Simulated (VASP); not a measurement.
Wanted: the native input for a VASP 6.6.1 run.

```
Task                   : single point
Functional             : r2SCAN
Potentials or basis    : VASP PAW PBE potentials, release 64 (Cd, Se)
Cutoff                 : 520 eV
k mesh                 : 8 × 8 × 8
Occupations            : gaussian, width 0.01 eV
Spin                   : no spin polarisation
Dipole correction      : no
Further INCAR settings : ALGO = Normal; EDIFF = 1e-07; NBANDS = 16
```

CdSe:

```
Cd Se
1.0
     0.00000    3.16810    2.91219
     3.16810    0.00000    2.91219
     3.16810    3.16810    0.00000
Cd Se
1 1
Direct
  0.00000 0.00000 0.00000
  0.25000 0.25000 0.25000
```

This cell differs from its parent crystal: epitaxial xy strain +3.3%.

These files were run (other wordings do the same):

POSCAR

```
CdSe
1.0
    0.0000000000      3.1680974023      2.9121943623
    3.1680974023      0.0000000000      2.9121943623
    3.1680974023      3.1680974023      0.0000000000
Cd Se
1 1
Direct
    0.0000000000      0.0000000000      0.0000000000
    0.2500000000      0.2500000000      0.2500000000
```

INCAR.step1

```
PREC     = Accurate       # precision mode
ENCUT    = 520            # plane-wave cutoff, eV
ISMEAR   = 0              # smearing method
SIGMA    = 0.01           # smearing width, eV
LREAL    = F              # projectors in reciprocal space
LASPH    = T              # aspherical terms in the spheres
NELM     = 60             # most SCF steps
NBANDS   = 16             # bands
GGA      = PE             # functional
ALGO     = Normal         # electronic algorithm
EDIFF    = 1E-4           # SCF threshold, eV
LWAVE    = T              # write WAVECAR
LCHARG   = F              # write CHGCAR
```

INCAR.step2

```
PREC     = Accurate       # precision mode
ENCUT    = 520            # plane-wave cutoff, eV
EDIFF    = 1E-7           # SCF threshold, eV
ISMEAR   = 0              # smearing method
SIGMA    = 0.01           # smearing width, eV
LREAL    = F              # projectors in reciprocal space
LASPH    = T              # aspherical terms in the spheres
NELM     = 60             # most SCF steps
ALGO     = Normal         # electronic algorithm
ISIF     = 2              # what is computed and relaxed
LWAVE    = F              # write WAVECAR
LCHARG   = F              # write CHGCAR
METAGGA  = R2SCAN         # meta-GGA
LMIXTAU  = T            
NBANDS   = 16             # bands
ISTART   = 1
```

KPOINTS

```
regular mesh
0
Gamma
  8 8 8
```

Potentials or basis: VASP PAW PBE potentials, release 64 (Cd, Se).

Launch:

```console
$ cat potpaw_PBE.64/Cd/POTCAR potpaw_PBE.64/Se/POTCAR > POTCAR
$ cp INCAR.step1 INCAR
$ mpirun -np 1 vasp_std > vasp.out
$ cp INCAR.step2 INCAR
$ mpirun -np 1 vasp_std > vasp.out
```

It gave:

The pressure is -0.6 GPa and the band gap on the k mesh is 0.84 eV, direct.

Caveat: the cell differs from its parent crystal (epitaxial xy strain +3.3%); the PAW data sets were made with another functional, which shifts forces and pressure a little.

It took 3.6 min on 1 thread of AMD EPYC 7R43 64-Core Processor (Zen 3), on a shared host, peak memory 0.2 GiB.
